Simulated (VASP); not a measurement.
The system is Hf.

```
Hf
1.0
     2.85664    0.00000    0.00000
     0.00000    2.85664    0.00000
     0.00000    0.00000    2.85664
Hf
1
Direct
  0.00000 0.00000 0.00000
```

This isn't the form of Hf at room conditions, which is hcp.

| Quantity | Value |
| --- | --- |
| Program | VASP 6.6.1 |
| Task | relaxation of cell and atoms |
| Functional | r2SCAN |
| Potentials or basis | VASP PAW PBE potentials, release 64 (Hf_pv) |
| Cutoff | 600 eV |
| k mesh | 20 × 20 × 20 |
| Occupations | gaussian, width 0.1 eV |
| Spin | no spin polarisation |

At the start: pressure 3.1 GPa; volume 23.31 Å³/atom.

Problem. How do energy, volume and symmetry change on relaxing?

Solution. Over 3 steps the energy falls by 8.1 meV/atom and the volume is 24.18 Å³/atom (+3.7 %); space group Pm-3m (No. 221, to 0.1 Å) before and after.

The path:
| step | energy change (eV) | largest force (eV/Å) | pressure (GPa) | volume (Å³) |
| --- | --- | --- | --- | --- |
| 1 | 0.0000 | 0.0000 | 3.09 | 23.31 |
| 2 | -0.0037 | 0.0000 | -2.01 | 24.86 |
| 3 | -0.0081 | 0.0000 | 0.02 | 24.18 |

Final structure:
```yaml
crystal:
  lattice:
    - [2.89183, 0.00000, 0.00000]
    - [0.00000, 2.89183, 0.00000]
    - [0.00000, 0.00000, 2.89183]
  atoms:
    - { symbol: Hf, position: [0.00000, 0.00000, 0.00000] }
```

Caveat: the PAW data sets were made with another functional, which shifts forces and pressure a little.
